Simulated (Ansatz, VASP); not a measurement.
Two plane-wave programs on MoS

The input INCAR:

```
SYSTEM = MoS
ALGO     = Normal         ! electronic algorithm
DIPOL    = 0.5 0.5 0.500
EDIFF    = 1E-6           ! SCF threshold, eV
ENCUT    = 520            ! plane-wave cutoff, eV
GGA      = PS             ! functional
IDIPOL   = 3            
ISIF     = 2              ! what is computed and relaxed
ISMEAR   = 0              ! smearing method
LASPH    = .True.         ! aspherical terms in the spheres
LCHARG   = .True.         ! write CHGCAR
LDIPOL   = .True.       
LELF     = .True.         ! ELF
LREAL    = .False.        ! projectors in reciprocal space
LVACPOTAV= .True.       
LVHAR    = .True.       
LWAVE    = .False.        ! write WAVECAR
NBANDS   = 28             ! bands
NELM     = 80             ! most SCF steps
PREC     = Accurate       ! precision mode
SIGMA    = 0.1            ! smearing width, eV
```

Contents of KPOINTS:

```
k-points
0
Gamma
  2 2 1
  0 0 0
```

The input POSCAR:

```
MoS
1.0
    3.1204068979      0.0000000000      0.0000000000
   -1.5602034489      2.7023516437      0.0000000000
    0.0000000000      0.0000000000     21.0860250635
Mo S
2 2
Direct
    0.6666666667      0.3333333333      0.3556858145
    0.3333333333      0.6666666667      0.6443141855
    0.3333333333      0.6666666667      0.4316152661
    0.6666666667      0.3333333333      0.5683847339
```

Input for Ansatz:

```yaml
crystal:
  lattice:
    - [3.1204068979, 0.0, 0.0]
    - [-1.5602034489, 2.7023516437, 0.0]
    - [0.0, 0.0, 21.0860250635]
  atoms:
    - { symbol: Mo, position: [0.6666666667, 0.3333333333, 0.3556858145] }
    - { symbol: S, position: [0.3333333333, 0.6666666667, 0.4316152661] }
    - { symbol: S, position: [0.6666666667, 0.3333333333, 0.5683847339] }
    - { symbol: Mo, position: [0.3333333333, 0.6666666667, 0.6443141855] }
basis:
  ecutwfc: 420
kpoints:
  mp_grid: { grid: [2, 2, 1] }
hamiltonian:
  xc: pbesol
scf:
  occupations: { method: gaussian, width: 0.1 }
output:
  forces: true
  stress: true
  eigenvalues: true
efield:
  axis: 3
  dipole_correction: true
  ramp_width: 0.04
```

Alike in both runs: task single point; functional PBEsol; k mesh 2 × 2 × 1; occupations gaussian, width 0.1 eV; no spin polarisation.

|  | VASP | Ansatz |
| --- | --- | --- |
| version | VASP 6.6.1 | Ansatz 0.2.0 |
| potentials or method | VASP PAW PBE potentials, release 64 (Mo_sv, S), cutoff 520 eV | scalar-relativistic, plane waves, PAW |
| valence electrons in the cell | 40 | 40 |

```tsv
	VASP	Ansatz	Ansatz less VASP
gap on the k mesh at the Fermi level (eV)	none	none	-
rms of the force components (eV/Å)	0.801	0.817	+0.0160
work function, face that differs most (eV)	5.59	5.61	+0.011
```

VASP's potentials were made for PBE, not for PBEsol. A gap of «none» marks a metal or a gap that the smearing closes. The functional is the same, so the differences come from potentials, cutoffs and numerics.

The k mesh is coarse, so the values compare programs but aren't converged.
